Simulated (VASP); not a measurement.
# PbS: electric field gradients with PBE

The system is PbS, a slab with vacuum.

```
CELL_PARAMETERS angstrom
2.94050 -2.90000 0.00000
2.94050 2.90000 0.00000
-1.08005 0.00000 11.82638
ATOMIC_POSITIONS crystal
Pb 0.77560 0.77560 0.63638
Pb 0.22440 0.22440 0.36362
S 0.26840 0.26840 0.59860
S 0.73160 0.73160 0.40140
```

This cell differs from its parent crystal: zz strain of +1 %.

```yaml
Program: VASP 6.6.1
Task: electric field gradients
Functional: PBE
Potentials_or_basis: VASP PAW PBE potentials, release 64 (Pb_d, S)
Cutoff: 520 eV
k_mesh: 7 × 7 × 3
Occupations: fermi-dirac, width 0.01 eV
Spin: no spin polarisation
Dipole_correction: no
Further_INCAR_settings: ALGO = Normal; EDIFF = 1e-08; NBANDS = 28
```

| Item | Value |
| --- | --- |
| Largest force | 0.507 eV/Å |
| Band gap on the k mesh | 1.23 eV |
| Largest electric field gradient by atom | Pb -101.4; S +0.9 V/Å² |

Forces on the atoms (eV/Å):
```
Pb  -0.002  0.000 -0.507
Pb   0.002  0.000  0.507
S   -0.004  0.000 -0.134
S    0.004  0.000  0.134
```

Levels at points of the mesh, in eV from the valence-band top:
| k point | band 17 | band 18 | band 19 | band 20 | band 21 | band 22 | band 23 | band 24 |
| --- | --- | --- | --- | --- | --- | --- | --- | --- |
| (0.00, 0.00, 0.00) | -2.37 | -1.44 | -1.32 | 0.00 | 1.33 | 2.96 | 5.03 | 5.22 |

Electric field gradients, principal values (V/Å²):
```tsv
atom	least	middle	greatest (by size)
1 Pb	22.210	79.141	-101.351
2 Pb	22.210	79.141	-101.351
3 S	-0.034	-0.888	0.922
4 S	-0.034	-0.888	0.922
```

Run time: 3.3 min on 1 thread of Intel(R) Xeon(R) Platinum 8375C CPU @ 2.90GHz (Ice Lake), on a shared host, peak memory 0.41 GiB.

Caveat: the cell differs from its parent crystal (zz strain of +1 %); without QUAD_EFG the Cq values of the log hold for a quadrupole moment of 1 mb, not for the nuclei; spin-orbit coupling is left out, which moves the levels of the heavy elements.
